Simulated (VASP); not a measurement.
# PdRh (R-3m) in VASP: single point with LDA

Aim: the single point of PdRh with LDA.

Program: VASP 6.6.1. These are calculated values, not measurements. Logs are shortened: lines on timing, memory, paths and dates and some standing lists are left out, and cuts for length are marked.

### Step 1. The cell of the first run

It takes space group R-3m (No. 166, trigonal). Conventional cell: a = 2.758 Å, b = 2.758 Å, c = 13.486 Å, α = 90.00°, β = 90.00°, γ = 120.00°. Within 3.6 Å of Pd (site symmetry -3m) lie 6 Rh at 2.75 Å and 6 Pd at 2.76 Å. Rh (site symmetry -3m) has 6 Pd at 2.75 Å and 6 Rh at 2.76 Å within 3.6 Å.

### Step 2. Single point, LDA

File INCAR:

```
  PREC = Accurate
  ENCUT = 520
  EDIFF = 1E-6
  ISMEAR = 1
  SIGMA = 0.1
  LREAL = F
  LASPH = T
  NELM = 100
  ALGO = Normal
  ISIF = 2
  LWAVE = F
  LCHARG = F
  GGA = CA
  NBANDS = 20
```

File KPOINTS:

```
regular mesh
0
Gamma
  14 14 14
```

File POSCAR:

```
PdRh
1.0
    1.3792100000      0.7962900000      4.4952500000
   -1.3792100000      0.7962900000      4.4952500000
    0.0000000000     -1.5925800000      4.4952500000
Pd Rh
1 1
Direct
    0.0000000000      0.0000000000      0.0000000000
    0.5000000000      0.5000000000      0.5000000000
```

Potentials or basis: VASP PAW LDA potentials, release 64 (Pd, Rh_pv).

Launch:

```console
cat potpaw_LDA.64/Pd/POTCAR potpaw_LDA.64/Rh_pv/POTCAR > POTCAR
mpirun -np 1 vasp_std > vasp.out
```

OUTCAR:

```text
PREC = Accurate
   ENCUT = 520
   EDIFF = 1E-6
   ISMEAR = 1
   LREAL = F
   LASPH = T
   NELM = 100
   ISIF = 2
   GGA = CA

 ion  position               nearest neighbor table
   1  0.000  0.000  0.000-   2 2.75   2 2.75   2 2.75   2 2.75   2 2.75   2 2.75
   2  0.500  0.500  0.500-   1 2.75   1 2.75   1 2.75   1 2.75   1 2.75   1 2.75

  LATTYP: Found a trigonal (rhomboedric) cell.
 ALAT       =     4.7690219700
 COS(alpha) =     0.8327237604

  Lattice vectors:

 A1 = (   1.3792100000,   0.7962900000,   4.4952500000)
 A2 = (  -1.3792100000,   0.7962900000,   4.4952500000)
 A3 = (   0.0000000000,  -1.5925800000,   4.4952500000)

Analysis of symmetry for initial positions (statically):
=====================================================================
 Subroutine PRICEL returns:
 Original cell was already a primitive cell.

 Routine SETGRP: Setting up the symmetry group for a
 trigonal (rhombohedral) supercell.

 Subroutine GETGRP returns: Found 12 space group operations
 (whereof 12 operations were pure point group operations)
 out of a pool of 12 trial point group operations.

The static configuration has the point symmetry D_3d.

Analysis of symmetry for dynamics (positions and initial velocities):
=====================================================================
 Subroutine PRICEL returns:
 Original cell was already a primitive cell.

 Routine SETGRP: Setting up the symmetry group for a
 trigonal (rhombohedral) supercell.

 Subroutine GETGRP returns: Found 12 space group operations
 (whereof 12 operations were pure point group operations)
 out of a pool of 12 trial point group operations.

The dynamic configuration has the point symmetry D_3d.

 Subroutine INISYM returns: Found 12 space group operations
 (whereof 12 operations are pure point group operations),
 and found     1 'primitive' translations

----------------------------------------------------------------------------------------

                                     Primitive cell

  volume of cell :      29.6215

  direct lattice vectors                    reciprocal lattice vectors
     1.379210000  0.796290000  4.495250000     0.362526374  0.209303981  0.074152346
    -1.379210000  0.796290000  4.495250000    -0.362526374  0.209303981  0.074152346
[... 79 lines left out ...]
   ISPIN  =      1    spin polarized calculation?
   LNONCOLLINEAR =      F non collinear calculations
   LSORBIT =      F    spin-orbit coupling
   LASPH  =      T    aspherical Exc in radial PAW
   ENCUT  =  520.0 eV  38.22 Ry    6.18 a.u.   8.87  8.87  8.87*2*pi/ulx,y,z
   NELM   =    100;   NELMIN=  2; NELMDL= -5     # of ELM steps
   EDIFF  = 0.1E-05   stopping-criterion for ELM
   LREAL  =      F    real-space projection
   EDIFFG = 0.1E-04   stopping-criterion for IOM
   NSW    =      0    number of steps for IOM
   IBRION =     -1    ionic relax: 0-MD 1-quasi-New 2-CG
   NFREE  =      0    steps in history (QN), initial steepest desc. (CG)
   ISIF   =      2    stress and relaxation
   ISYM   =      2    0-nonsym 1-usesym 2-fastsym
   POTIM  = 0.5000    time-step for ionic-motion
   TEBEG  =    0.0;   TEEND  =   0.0 temperature during run
   PSTRESS=    0.0 pullay stress
   NELECT =      25.0000    total number of electrons
   NUPDOWN=      -1.0000    fix difference up-down
   EMIN   =  10.00;   EMAX   =-10.00  energy-range for DOS
   EFERMI =   0.00;   METHOD = LEGACY
   ISMEAR =     1;   SIGMA  =   0.10  broadening in eV -4-tet -1-fermi 0-gaus
   EFERMI_NEDOS =   21; number of points for ismear=-14 and -15
   IALGO  =     38    algorithm
   IMIX   =      4    mixing-type and parameters
     AMIX     =   0.40;   BMIX     =  1.00
     AMIX_MAG =   1.60;   BMIX_MAG =  1.00
  volume/ion in A,a.u.               =      14.81        99.95
  Fermi-wavevector in a.u.,A,eV,Ry     =   1.547103  2.923601 32.565924  2.393528
  Thomas-Fermi vector in A             =   2.652244
   LORBIT       =      0    0 simple, 1 ext, 2 COOP (PROOUT), +10 PAW based schemes
   GGA     = CA    functional components
   LHFCALC =     F    Hartree Fock is set to
   AEXX    =    0.0000 exact exchange contribution
   IVDW    =     0    specifies the selected vdW correction
   LEPSILON=     F    determine dielectric tensor
   LRPA    =     F    only Hartree local field effects (RPA)
 non-spin polarized calculation
 Methfessel and Paxton  Order N= 1 SIGMA  =   0.10
  energy-cutoff  :      520.00
  volume of cell :       29.62
 maximum number of plane-waves:       814
   NGX = 17   NGY = 17   NGZ = 17

 number of electron      24.9999997 magnetization

 Free energy of the ion-electron system (eV)
  ---------------------------------------------------
  ext. energy  EPLUGINS =         0.00000000
  ---------------------------------------------------
  free energy    TOTEN  =       -14.88477564 eV

  energy without entropy =      -14.88400345  energy(sigma->0) =      -14.88451824

 E-fermi :  10.0130     XC(G=0): -13.6885

 val. band max:       10.0094177736   @ k =  -0.2857   0.3571   0.2143
 cond. band min:      10.0134630519   @ k =   0.2143   0.2143   0.2143
 fundamental gap:      0.0040452783
 Fermi energy:        10.0130403889

 k-point     1 :       0.0000    0.0000    0.0000
  band No.  band energies     occupation
      1     -36.0687      2.00000
      2     -35.9213      2.00000
      3     -35.9212      2.00000
      4       2.6033      2.00000
      5       4.4974      2.00000
      6       6.9714      2.00000
[... 541 lines left out ...]
     19      26.0168      0.00000
     20      27.6707      0.00000

 [... further k-points ...]

------------------------ aborting loop because EDIFF is reached ----------------------------------------

  FORCE on cell =-STRESS in cart. coord.  units (eV):
  Direction    XX          YY          ZZ          XY          YZ          ZX
  --------------------------------------------------------------------------------------
  -------------------------------------------------------------------------------------
  Total       -3.1473987     -3.1474203     -3.1372776     -0.0000000      0.0000000     -0.0000000
  in kB     -170.2376369   -170.2388064   -169.6902024     -0.0000000      0.0000000     -0.0000000
  external PRESSURE =    -170.0555486 kB  Pullay stress =       0.0000000 kB

 VOLUME and BASIS-vectors are now :
 -----------------------------------------------------------------------------
  energy-cutoff  :      520.00
  volume of cell :       29.62
      direct lattice vectors                 reciprocal lattice vectors
     1.379210000  0.796290000  4.495250000     0.362526374  0.209303981  0.074152346
    -1.379210000  0.796290000  4.495250000    -0.362526374  0.209303981  0.074152346
     0.000000000 -1.592580000  4.495250000     0.000000000 -0.418607961  0.074152346

 POSITION                                       TOTAL-FORCE (eV/Angst)
 -----------------------------------------------------------------------------------
      0.00000      0.00000      0.00000         0.000000     -0.000000     -0.000000
      0.00000      0.00000      6.74288         0.000000      0.000000      0.000000
 -----------------------------------------------------------------------------------
    total drift:                                0.000000     -0.000000      0.000000

  FREE ENERGIE OF THE ION-ELECTRON SYSTEM (eV)
  ---------------------------------------------------
  free  energy   TOTEN  =       -14.8847756398 eV

  energy  without entropy=      -14.8840034467  energy(sigma->0) =      -14.88451824
```

OSZICAR:

```text
N       E                     dE             d eps       ncg     rms          rms(c)
DAV:   1     0.211750069598E+03    0.21175E+03   -0.14108E+04 11600   0.128E+03
DAV:   2    -0.110564451000E+02   -0.22281E+03   -0.21630E+03 12200   0.368E+02
DAV:   3    -0.157856438086E+02   -0.47292E+01   -0.47021E+01 13096   0.590E+01
DAV:   4    -0.158217317663E+02   -0.36088E-01   -0.36082E-01 12920   0.521E+00
DAV:   5    -0.158223726740E+02   -0.64091E-03   -0.64090E-03 13092   0.717E-01    0.120E+01
DAV:   6    -0.149532492894E+02    0.86912E+00   -0.31014E+00 12436   0.154E+01    0.485E+00
DAV:   7    -0.152029004718E+02   -0.24965E+00   -0.28023E+00 12028   0.138E+01    0.581E+00
DAV:   8    -0.148948263348E+02    0.30807E+00   -0.90436E-01 11944   0.869E+00    0.211E+00
DAV:   9    -0.148946121683E+02    0.21417E-03   -0.12349E-01 12636   0.259E+00    0.102E+00
DAV:  10    -0.148848254168E+02    0.97868E-02   -0.42041E-02 12176   0.169E+00    0.712E-02
DAV:  11    -0.148847734732E+02    0.51944E-04   -0.54683E-04 13072   0.164E-01    0.333E-02
DAV:  12    -0.148847760895E+02   -0.26164E-05   -0.88341E-06 13420   0.253E-02    0.138E-02
DAV:  13    -0.148847756398E+02    0.44968E-06   -0.23784E-06  8896   0.124E-02
   1 F= -.14884776E+02 E0= -.14884518E+02  d E =-.772193E-03
```

Run time: 6.5 min. Hardware: 1 thread of Intel Xeon 8259CL, shared host; peak memory 0.31 GiB.

What came out:

* Free energy: -14.8848 eV
* Pressure: -17.0 GPa
* Band gap on the k mesh: zero (an odd number of electrons rules out a gap without spin polarisation)

Caveat: the cell stands under tension.
